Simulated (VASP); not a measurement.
# Sn in VASP: a series of runs, part 2 of 2

VASP 6.6.1. The steps go on from the part before.

### 4 Electric field gradients, PBE (equal xx and yy strain of +3 %)

File INCAR:

```
SYSTEM = Sn
ALGO = Normal ; EDIFF = 1E-8
ENCUT = 520 ; GGA = PE
ISIF = 2 ; ISMEAR = -1
LASPH = .True. ; LCHARG = .False.
LEFG = .True. ; LREAL = .False.
LWAVE = .False. ; NBANDS = 21
NELM = 100 ; PREC = Accurate
SIGMA = 0.05
```

File KPOINTS:

```
k-points
0
Gamma
  15 15 15
  0 0 0
```

File POSCAR:

```
Sn
1.0
   -3.0033255000      3.0033255000      1.5906500000
    3.0033255000     -3.0033255000      1.5906500000
    3.0033255000      3.0033255000     -1.5906500000
Sn
2
Direct
    0.0000000000      0.0000000000      0.0000000000
    0.7500000000      0.2500000000      0.5000000000
```

Potentials or basis: VASP PAW PBE potentials, release 64 (Sn_d).

The run is started by

```console
cat potpaw_PBE.64/Sn_d/POTCAR > POTCAR
mpirun -np 1 vasp_std > vasp.out
```

OUTCAR:

```text
SYSTEM = Sn
   EDIFF = 1E-8
   ENCUT = 520
   GGA = PE
   ISIF = 2
   ISMEAR = -1
   LASPH = .True.
   LREAL = .False.
   NELM = 100
   PREC = Accurate

 ion  position               nearest neighbor table
   1  0.000  0.000  0.000-   2 3.11   2 3.11   2 3.11   2 3.11
   2  0.750  0.250  0.500-   1 3.11   1 3.11   1 3.11   1 3.11

  LATTYP: Found a body centered tetragonal cell.
 ALAT       =     6.0066510000
 C/A-ratio  =     0.5296295723

  Lattice vectors:

 A1 = (  -3.0033255000,   3.0033255000,   1.5906500000)
 A2 = (   3.0033255000,  -3.0033255000,   1.5906500000)
 A3 = (   3.0033255000,   3.0033255000,  -1.5906500000)

Analysis of symmetry for initial positions (statically):
=====================================================================
 Subroutine PRICEL returns:
 Original cell was already a primitive cell.

 Routine SETGRP: Setting up the symmetry group for a
 body centered tetragonal supercell.

 Subroutine GETGRP returns: Found 16 space group operations
 (whereof  8 operations were pure point group operations)
 out of a pool of 16 trial point group operations.

The static configuration has the point symmetry D_2d.
 The point group associated with its full space group is D_4h.

Analysis of symmetry for dynamics (positions and initial velocities):
=====================================================================
 Subroutine PRICEL returns:
 Original cell was already a primitive cell.

 Routine SETGRP: Setting up the symmetry group for a
 body centered tetragonal supercell.

 Subroutine GETGRP returns: Found 16 space group operations
 (whereof  8 operations were pure point group operations)
[... 160 lines left out ...]
      1     -14.2710      2.00000
      2     -14.2325      2.00000
      3     -14.1858      2.00000
      4     -14.1656      2.00000
      5     -14.0312      2.00000
      6     -14.0312      2.00000
[... 565 lines left out ...]
     20      14.1390      0.00000
     21      14.9214      0.00000

 [... further k-points ...]

------------------------ aborting loop because EDIFF is reached ----------------------------------------

  FORCE on cell =-STRESS in cart. coord.  units (eV):
  Direction    XX          YY          ZZ          XY          YZ          ZX
  --------------------------------------------------------------------------------------
  -------------------------------------------------------------------------------------
  Total       -0.2897003     -0.2897003      0.0221173      0.0000000      0.0000000      0.0000000
  in kB       -8.0876087     -8.0876087      0.6174511      0.0000000      0.0000000      0.0000000
  external PRESSURE =      -5.1859221 kB  Pullay stress =       0.0000000 kB

 VOLUME and BASIS-vectors are now :
 -----------------------------------------------------------------------------
  energy-cutoff  :      520.00
  volume of cell :       57.39
      direct lattice vectors                 reciprocal lattice vectors
    -3.003325500  3.003325500  1.590650000     0.000000000  0.166482121  0.314336906
     3.003325500 -3.003325500  1.590650000     0.166482121  0.000000000  0.314336906
     3.003325500  3.003325500 -1.590650000     0.166482121  0.166482121  0.000000000

 POSITION                                       TOTAL-FORCE (eV/Angst)
 -----------------------------------------------------------------------------------
      0.00000      0.00000      0.00000         0.000000     -0.000000     -0.000000
     -0.00000      3.00333      0.79532        -0.000000      0.000000      0.000000
 -----------------------------------------------------------------------------------
    total drift:                               -0.000000      0.000000     -0.000000

  FREE ENERGIE OF THE ION-ELECTRON SYSTEM (eV)
  ---------------------------------------------------
  free  energy   TOTEN  =        -7.6136475516 eV

  energy  without entropy=       -7.6060398730  energy(sigma->0) =       -7.60984371

 Electric field gradients (V/A^2)
---------------------------------------------------------------------
 ion       V_xx      V_yy      V_zz      V_xy      V_xz      V_yz
---------------------------------------------------------------------
   1     -13.685   -13.685    27.370     0.002     0.002     0.002
   2     -13.685   -13.685    27.370     0.002     0.002     0.002
---------------------------------------------------------------------

 Electric field gradients after diagonalization (V/A^2)
 (convention: |V_zz| > |V_xx| > |V_yy|)
----------------------------------------------------------------------
 ion       V_xx      V_yy      V_zz     asymmetry (V_yy - V_xx)/ V_zz
----------------------------------------------------------------------
   1     -13.687   -13.683    27.370       0.000
   2     -13.687   -13.683    27.370       0.000
----------------------------------------------------------------------

           NMR quadrupolar parameters

 Cq : quadrupolar parameter    Cq=e*Q*V_zz/h
 eta: asymmetry parameters     (V_yy - V_xx)/ V_zz
 Q  : nuclear electric quadrupole moment in mb (millibarn)
----------------------------------------------------------------------
 ion       Cq(MHz)       eta       Q (mb)
----------------------------------------------------------------------
   1       0.066       0.000       1.000
   2       0.066       0.000       1.000
----------------------------------------------------------------------
```

OSZICAR:

```text
N       E                     dE             d eps       ncg     rms          rms(c)
DAV:   1     0.220800769230E+03    0.22080E+03   -0.14387E+04 12331   0.204E+03
DAV:   2     0.154038765500E+02   -0.20540E+03   -0.20131E+03 12171   0.451E+02
DAV:   3    -0.689164076354E+01   -0.22296E+02   -0.22121E+02 14041   0.134E+02
DAV:   4    -0.759964458743E+01   -0.70800E+00   -0.70765E+00 13742   0.265E+01
DAV:   5    -0.762870293353E+01   -0.29058E-01   -0.29058E-01 17142   0.506E+00    0.214E+00
DAV:   6    -0.761591089683E+01    0.12792E-01   -0.30837E-02 16381   0.238E+00    0.120E+00
DAV:   7    -0.761364586044E+01    0.22650E-02   -0.17297E-02 16407   0.180E+00    0.160E-01
DAV:   8    -0.761364125304E+01    0.46074E-05   -0.18052E-03 14842   0.561E-01    0.389E-02
DAV:   9    -0.761364785401E+01   -0.66010E-05   -0.55482E-05 16462   0.644E-02    0.128E-02
DAV:  10    -0.761364745262E+01    0.40139E-06   -0.70680E-06 15737   0.358E-02    0.112E-03
DAV:  11    -0.761364776970E+01   -0.31708E-06   -0.30549E-07 15187   0.704E-03    0.693E-04
DAV:  12    -0.761364752529E+01    0.24441E-06   -0.39197E-08 13198   0.234E-03    0.257E-04
DAV:  13    -0.761364755113E+01   -0.25841E-07   -0.30861E-09  8028   0.606E-04    0.604E-05
DAV:  14    -0.761364755162E+01   -0.49204E-09   -0.93589E-10  7378   0.316E-04
   1 F= -.76136476E+01 E0= -.76098437E+01  d E =-.760768E-02
```

stdout:

```text
POSCAR found type information on POSCAR Sn
 POSCAR found :  1 types and       2 ions
 scaLAPACK will be used
 LDA part: xc-table for (Slater+PW92), standard interpolation
 POSCAR, INCAR and KPOINTS ok, starting setup
 FFT: planning ... GRIDC
 FFT: planning ... GRID_SOFT
 FFT: planning ... GRID
 WAVECAR not read
 entering main loop
ion   1

ion   2
```

Run time: 12 min. Hardware: 1 thread of Oxide Virtual Turin-like, shared host; peak memory 0.37 GiB.

Results:

```
Free energy                             : -7.6136 eV
Pressure                                : -0.5 GPa
Band gap on the k mesh                  : zero (bands 14 and 15 overlap by 3.86 eV)
Largest electric field gradient by atom : Sn +27.4 V/Å²
```

Electric field gradients, principal values (V/Å²):
| atom | least | middle | greatest (by size) |
| --- | --- | --- | --- |
| 1 Sn | -13.683 | -13.687 | 27.370 |
| 2 Sn | -13.683 | -13.687 | 27.370 |

Caveat: the cell differs from its parent crystal (equal xx and yy strain of +3 %); without QUAD_EFG the Cq values of the log hold for a quadrupole moment of 1 mb, not for the nuclei; spin-orbit coupling is left out, which moves the levels of the heavy elements.

### 5 Electric field gradients, PBE (equal xy, yz and zx shear strains of -2 %)

File INCAR:

```
SYSTEM = Sn
PREC     = Accurate       ! precision mode
ENCUT    = 520            ! plane-wave cutoff, eV
EDIFF    = 1E-8           ! SCF threshold, eV
ISMEAR   = -1             ! smearing method
SIGMA    = 0.05           ! smearing width, eV
LREAL    = .FALSE.        ! projectors in reciprocal space
LASPH    = .TRUE.         ! aspherical terms in the spheres
NELM     = 60             ! most SCF steps
ALGO     = Normal         ! electronic algorithm
ISIF     = 2              ! what is computed and relaxed
LWAVE    = .FALSE.        ! write WAVECAR
LCHARG   = .FALSE.        ! write CHGCAR
GGA      = PE             ! functional
LEFG     = .TRUE.       
NBANDS   = 21             ! bands
KPAR     = 4
```

File KPOINTS:

```
regular mesh
0
G
  15 15 15
  0 0 0
```

File POSCAR:

```
Sn
1.0
   -2.9609150000      2.9291020000      1.5906500000
    2.9291020000     -2.9609150000      1.5906500000
    2.9025980000      2.9025980000     -1.6489670000
Sn
2
Direct
    0.0000000000      0.0000000000      0.0000000000
    0.7500000000      0.2500000000      0.5000000000
```

Potentials or basis: VASP PAW PBE potentials, release 64 (Sn_d).

The run is started by

```console
cat potpaw_PBE.64/Sn_d/POTCAR > POTCAR
mpirun -np 4 vasp_std > vasp.out
```

OUTCAR:

```text
SYSTEM = Sn
   PREC = Accurate
   ENCUT = 520
   EDIFF = 1E-8
   ISMEAR = -1
   LREAL = .FALSE.
   LASPH = .TRUE.
   NELM = 60
   ISIF = 2
   GGA = PE

 ion  position               nearest neighbor table
   1  0.000  0.000  0.000-   2 3.01   2 3.01   2 3.04   2 3.04   2 3.73   2 3.73
   2  0.750  0.250  0.500-   1 3.01   1 3.01   1 3.04   1 3.04   1 3.73   1 3.73

  Warning from LATTYP: Got some problem with cell dimensions!
  Tried to take original basis but could not verify dimensions!
  LATTYP: Found a base centered monoclinic cell.
 ALAT       =     3.1816181141
 B/A-ratio  =     2.6180835114
 C/A-ratio  =     1.3639140318
 COS(beta)  =    -0.3398515043

  Lattice vectors:

 A1 = (   2.9609150000,  -2.9291020000,  -1.5906500000)
 A2 = (  -2.9291020000,   2.9609150000,  -1.5906500000)
 A3 = (   2.8707850000,   2.8707850000,   1.5323330000)

Analysis of symmetry for initial positions (statically):
=====================================================================
 Subroutine PRICEL returns:
 Original cell was already a primitive cell.

 Routine SETGRP: Setting up the symmetry group for a
 base centered monoclinic supercell.

 Subroutine GETGRP returns: Found  4 space group operations
 (whereof  2 operations were pure point group operations)
 out of a pool of  4 trial point group operations.

The static configuration has the point symmetry C_2 .
 The point group associated with its full space group is C_2h.

[... 164 lines left out ...]
 cond. band min:       8.0255865183   @ k =  -0.3333   0.4667   0.0667
 fundamental gap:      0.0014507994
 Fermi energy:         8.0253884145

 k-point     1 :       0.0000    0.0000    0.0000
  band No.  band energies     occupation
      1     -13.6426      2.00000
      2     -13.5577      2.00000
      3     -13.5154      2.00000
      4     -13.5018      2.00000
      5     -13.3533      2.00000
      6     -13.3523      2.00000
[... 565 lines left out ...]
     20      15.0160      0.00000
     21      15.8926      0.00000

 [... further k-points ...]

------------------------ aborting loop because EDIFF is reached ----------------------------------------

  FORCE on cell =-STRESS in cart. coord.  units (eV):
  Direction    XX          YY          ZZ          XY          YZ          ZX
  --------------------------------------------------------------------------------------
  -------------------------------------------------------------------------------------
  Total        1.0047933      1.0047933      0.6700133      0.1733594      0.2001911      0.2001911
  in kB       29.7682651     29.7682651     19.8499852      5.1359887      5.9309116      5.9309128
  external PRESSURE =      26.4621718 kB  Pullay stress =       0.0000000 kB

 VOLUME and BASIS-vectors are now :
 -----------------------------------------------------------------------------
  energy-cutoff  :      520.00
  volume of cell :       54.08
      direct lattice vectors                 reciprocal lattice vectors
    -2.960915000  2.929102000  1.590650000     0.004908199  0.174686995  0.316132858
     2.929102000 -2.960915000  1.590650000     0.174686995  0.004908199  0.316132858
     2.902598000  2.902598000 -1.648967000     0.173243670  0.173243670  0.003464873

 POSITION                                       TOTAL-FORCE (eV/Angst)
 -----------------------------------------------------------------------------------
      0.00000      0.00000      0.00000         0.048007     -0.048007      0.000000
     -0.03711      2.90790      0.76617        -0.048007      0.048007     -0.000000
 -----------------------------------------------------------------------------------
    total drift:                               -0.000000      0.000000     -0.000000

  FREE ENERGIE OF THE ION-ELECTRON SYSTEM (eV)
  ---------------------------------------------------
  free  energy   TOTEN  =        -7.5858941690 eV

  energy  without entropy=       -7.5779767108  energy(sigma->0) =       -7.58193544

 Electric field gradients (V/A^2)
---------------------------------------------------------------------
 ion       V_xx      V_yy      V_zz      V_xy      V_xz      V_yz
---------------------------------------------------------------------
   1     -22.157   -22.157    44.315    -0.690    -3.897    -3.897
   2     -22.157   -22.157    44.315    -0.690    -3.897    -3.897
---------------------------------------------------------------------

 Electric field gradients after diagonalization (V/A^2)
 (convention: |V_zz| > |V_xx| > |V_yy|)
----------------------------------------------------------------------
 ion       V_xx      V_yy      V_zz     asymmetry (V_yy - V_xx)/ V_zz
----------------------------------------------------------------------
   1     -23.296   -21.468    44.764       0.041
   2     -23.296   -21.468    44.764       0.041
----------------------------------------------------------------------

           NMR quadrupolar parameters

 Cq : quadrupolar parameter    Cq=e*Q*V_zz/h
 eta: asymmetry parameters     (V_yy - V_xx)/ V_zz
 Q  : nuclear electric quadrupole moment in mb (millibarn)
----------------------------------------------------------------------
 ion       Cq(MHz)       eta       Q (mb)
----------------------------------------------------------------------
   1       0.108       0.041       1.000
   2       0.108       0.041       1.000
----------------------------------------------------------------------
```

OSZICAR:

```text
N       E                     dE             d eps       ncg     rms          rms(c)
DAV:   1     0.222555093754E+03    0.22256E+03   -0.14396E+04 38692   0.208E+03
DAV:   2     0.155124382583E+02   -0.20704E+03   -0.20274E+03 38283   0.456E+02
DAV:   3    -0.688098490621E+01   -0.22393E+02   -0.22215E+02 43963   0.135E+02
DAV:   4    -0.757864643094E+01   -0.69766E+00   -0.69718E+00 43156   0.263E+01
DAV:   5    -0.760689437669E+01   -0.28248E-01   -0.28247E-01 53876   0.499E+00    0.240E+00
DAV:   6    -0.759027500033E+01    0.16619E-01   -0.31336E-02 51582   0.250E+00    0.134E+00
DAV:   7    -0.758595329632E+01    0.43217E-02   -0.18724E-02 51570   0.194E+00    0.165E-01
DAV:   8    -0.758588822984E+01    0.65066E-04   -0.21295E-03 46727   0.604E-01    0.362E-02
DAV:   9    -0.758589510575E+01   -0.68759E-05   -0.65918E-05 50789   0.758E-02    0.117E-02
DAV:  10    -0.758589436222E+01    0.74354E-06   -0.70689E-06 48419   0.340E-02    0.175E-03
DAV:  11    -0.758589445333E+01   -0.91117E-07   -0.39396E-07 47556   0.762E-03    0.977E-04
DAV:  12    -0.758589415666E+01    0.29667E-06   -0.42730E-08 40769   0.243E-03    0.225E-04
DAV:  13    -0.758589417601E+01   -0.19344E-07   -0.29981E-09 24994   0.565E-04    0.585E-05
DAV:  14    -0.758589416895E+01    0.70563E-08   -0.85824E-10 22774   0.305E-04
   1 F= -.75858942E+01 E0= -.75819354E+01  d E =-.791746E-02
```

Wall time 6.5 min (4 MPI ranks of Oxide Virtual Turin-like, shared host); peak memory 0.81 GiB.

Results:

```yaml
Free_energy: -7.5859 eV
Pressure: 2.6 GPa
Largest_force: 0.068 eV/Å
Band_gap_on_the_k_mesh: zero (bands 14 and 15 overlap by 4.39 eV)
Largest_electric_field_gradient_by_atom: Sn +44.8 V/Å²
```

Forces on the atoms (eV/Å):
```
Sn   0.048 -0.048  0.000
Sn  -0.048  0.048  0.000
```

Stress tensor (GPa, compression positive):
```
2.98 0.51 0.59
0.51 2.98 0.59
0.59 0.59 1.98
```

Electric field gradients, principal values (V/Å²):
```
atom    least   middle  greatest (by size)
1 Sn  -21.468  -23.296              44.764
2 Sn  -21.468  -23.296              44.764
```

Caveat: the cell differs from its parent crystal (equal xy, yz and zx shear strains of -2 %); without QUAD_EFG the Cq values of the log hold for a quadrupole moment of 1 mb, not for the nuclei; spin-orbit coupling is left out, which moves the levels of the heavy elements.

### 6 Overview

| cell | gap on the mesh (eV) | pressure (GPa) |
| --- | --- | --- |
| a = 4.434 Å, angles 97.4, 97.4, 137.8°, 2 atoms | none | 2.0 |
| a = 4.449 Å, angles 97.4, 97.4, 137.8°, 2 atoms | none | 1.5 |
| a = 4.535 Å, angles 97.1, 97.1, 138.9°, 2 atoms | none | -0.5 |
| a = 4.458, b = 4.458, c = 4.424 Å, angles 97.9, 97.9, 138.2°, 2 atoms | none | 2.6 |

Alike in all rows: task electric field gradients; level PBE; potentials or basis VASP PAW PBE potentials, release 64 (Sn_d); no spin polarisation; k mesh 15 × 15 × 15; cutoff (eV) 520; smearing fermi-dirac 0.05 eV.

Caveats: spin-orbit coupling is left out, which moves the levels of the heavy elements.

Absolute energies hang on the potentials; compare differences alone.

The gap in the log of VASP goes by the Fermi energy; the results here count the filled bands.